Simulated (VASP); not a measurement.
Write the native input for VASP 6.6.1 that does the following.

| Item | Value |
| --- | --- |
| Task | single point |
| Functional | PBE |
| Potentials or basis | VASP PAW PBE potentials, release 64 (Al, N) |
| Cutoff | 520 eV |
| k mesh | 10 × 10 × 10 |
| Occupations | gaussian, width 0.05 eV |
| Spin | no spin polarisation |
| Dipole correction | no |
| Further INCAR settings | ALGO = Normal; EDIFF = 1e-07; NBANDS = 11 |

The structure of AlN lies in POSCAR:

```
AlN
1.0
    0.0000000000      2.1839935596      2.1839935596
    2.1839935596      0.0000000000      2.1839935596
    2.1839935596      2.1839935596      0.0000000000
Al N
1 1
Direct
    0.0000000000      0.0000000000     -0.1456955082
    0.7500000000      0.7500000000      0.7500000000
```

This cell differs from its parent crystal: atom 1 (Al) moved by (-0.450, +0.000) A along [1 1 0] and z.

These files were run (other wordings do the same):

INCAR

```
PREC = Accurate
ENCUT = 520
EDIFF = 1E-7
ISMEAR = 0
SIGMA = 0.05
LREAL = False
LASPH = True
NELM = 60
ALGO = Normal
ISIF = 2
LWAVE = False
LCHARG = False
GGA = PE
NBANDS = 11
```

KPOINTS

```
regular mesh
0
Gamma
  10 10 10
```

Potentials or basis: VASP PAW PBE potentials, release 64 (Al, N).

Command:

```console
$ cat potpaw_PBE.64/Al/POTCAR potpaw_PBE.64/N/POTCAR > POTCAR
$ mpirun -np 1 vasp_std > vasp.out
```

Results of the run:

```yaml
Pressure: 32.7 GPa
Largest_force: 11.404 eV/Å
Band_gap_on_the_k_mesh: 2.33 eV, indirect (least direct gap 2.94 eV)
```

Caveat: the cell differs from its parent crystal (atom 1 (Al) moved by (-0.450, +0.000) A along [1 1 0] and z); forces of over 1 eV/Å act on the atoms, so gaps and moduli don't describe the material at rest.

It took 18 s on 1 thread of Intel(R) Xeon(R) 6975P-C (Granite Rapids) (shared host), peak memory 0.18 GiB.
